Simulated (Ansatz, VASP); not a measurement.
TiAl32 in VASP and in Ansatz

```
CELL_PARAMETERS angstrom
8.10000 0.00000 0.00000
0.00000 8.10000 0.00000
0.00000 0.00000 8.10000
ATOMIC_POSITIONS crystal
Al 0.52196 0.99991 0.00059
Al 0.75013 0.25774 0.99975
Al 0.74972 0.99992 0.22805
Al 0.97808 0.99990 0.00062
Al 0.24993 0.27196 0.00059
Al 0.50773 0.50015 0.99976
Al 0.75011 0.74237 0.99980
Al 0.25025 0.00031 0.18381
Al 0.49083 0.24077 0.25940
Al 0.75013 0.50016 0.24223
Al 0.56721 0.00029 0.49954
Al 0.74972 0.27195 0.50014
Al 0.74969 0.99989 0.77191
Al 0.99236 0.50013 0.99979
Al 0.24992 0.72808 0.00062
Al 0.00933 0.24021 0.25996
Al 0.24994 0.49965 0.22804
Al 0.49014 0.75940 0.26010
Al 0.93087 0.00026 0.49959
Al 0.25024 0.31695 0.49953
Al 0.52195 0.49964 0.50014
Al 0.74970 0.72808 0.50017
Al 0.25021 0.00025 0.82013
Al 0.48973 0.23967 0.74036
Al 0.75010 0.50012 0.75760
Al 0.00998 0.75992 0.26062
Al 0.97808 0.49962 0.50017
Al 0.25021 0.68062 0.49959
Al 0.01035 0.23917 0.73988
Al 0.24991 0.49961 0.77191
Al 0.48910 0.76041 0.73976
Al 0.01093 0.76087 0.73931
Ti 0.24874 0.99843 0.50254
```

Alike in both runs: functional r2SCAN; k mesh 2 × 2 × 2; occupations gaussian, width 0.1 eV; no spin polarisation.

Ansatz relaxed the structure, and its values are those at the end. VASP's run is a single point on that final structure, the one shown.

```csv
,VASP,Ansatz
version,VASP 6.6.1,Ansatz 0.2.0
potentials or method,"VASP PAW PBE potentials, release 64 (Al, Ti_sv), cutoff 440 eV","scalar-relativistic, plane waves, PAW"
valence electrons in the cell,108,108
```

|  | VASP | Ansatz | Ansatz less VASP |
| --- | --- | --- | --- |
| rms of the force components (eV/Å) | 0.004 | 0.004 | -0.0004 |

VASP's potentials were made for PBE, not for r2SCAN.

The k mesh is coarse, so the values compare programs but aren't converged.
